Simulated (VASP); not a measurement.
Here is a VASP 6.6.1 calculation.

The input INCAR:

```
SYSTEM = Dy
  ALGO = Normal
  EDIFF = 1E-6
  ENCUT = 520
  GGA = PS
  ISIF = 2
  ISMEAR = -1
  ISPIN = 2
  LASPH = .TRUE.
  LCHARG = .FALSE.
  LMAXMIX = 6
  LORBIT = 11
  LREAL = .FALSE.
  LWAVE = .FALSE.
  MAGMOM = 6.5 6.5
  NBANDS = 31
  NELM = 150
  PREC = Accurate
  SIGMA = 0.05
```

File KPOINTS:

```
k-points
0
G
  9 9 5
  0 0 0
```

The input POSCAR:

```
Dy
1.0
    3.5903000000      0.0000000000      0.0000000000
   -1.7951500000      3.1092910072      0.0000000000
    0.0000000000      0.0000000000      5.6475000000
Dy
2
Direct
    0.6666666667      0.3333333333      0.7500000000
    0.3333333333      0.6666666667      0.2500000000
```

Potentials or basis: VASP PAW PBE potentials, release 64 (Dy).

Launch:

```console
$ cat potpaw_PBE.64/Dy/POTCAR > POTCAR
$ mpirun -np 1 vasp_std > vasp.out
```

(1) What does it give for the net moment?

(2) Estimate the site moments.

## Answers

(1) 9.66 μB per cell.

(2) Dy +4.64 μB.

Caveat: the magnetic or orbital state may not be the lowest.
